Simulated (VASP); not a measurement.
Sn:

```xyz
1
Lattice="-1.7265 1.7755 2.3383 1.7265 -1.7755 2.3383 1.7265 1.7755 -2.3383" Properties=species:S:1:pos:R:3 pbc="T T T"
Sn    0.0000    0.0000    0.0000
```

- Program: VASP 6.6.1
- Task: relaxation of cell and atoms
- Functional: PBEsol
- Potentials or basis: VASP PAW PBE potentials, release 64 (Sn_d)
- Cutoff: 600 eV
- k mesh: 13 × 13 × 13
- Occupations: fermi-dirac, width 0.1 eV
- Spin: no spin polarisation

At the start: pressure -3.5 GPa; volume 28.67 Å³/atom.

**Question.** Where does the relaxation end?

**Answer.** Over 6 steps the energy falls by 26.4 meV/atom and the volume is 26.54 Å³/atom (-7.4 %); space group Immm (No. 71, to 0.1 Å) before, I4/mmm (No. 139, to 0.1 Å).

Step by step:
| step | energy change (eV) | largest force (eV/Å) | pressure (GPa) | volume (Å³) |
| --- | --- | --- | --- | --- |
| 1 | 0.0000 | 0.0000 | -3.53 | 28.67 |
| 2 | -0.0246 | 0.0000 | 0.89 | 26.13 |
| 3 | -0.0257 | 0.0000 | 0.03 | 26.52 |
| 4 | -0.0257 | 0.0000 | -0.08 | 26.57 |
| 5 | -0.0260 | 0.0000 | -0.07 | 26.56 |
| 6 | -0.0264 | 0.0000 | -0.03 | 26.54 |

Final structure:
```xyz
1
Lattice="-1.7074 1.7114 2.2707 1.7074 -1.7114 2.2707 1.7074 1.7114 -2.2707" Properties=species:S:1:pos:R:3 pbc="T T T"
Sn    0.0000    0.0000    0.0000
```

Caveat: the PAW data sets were made with another functional, which shifts forces and pressure a little.
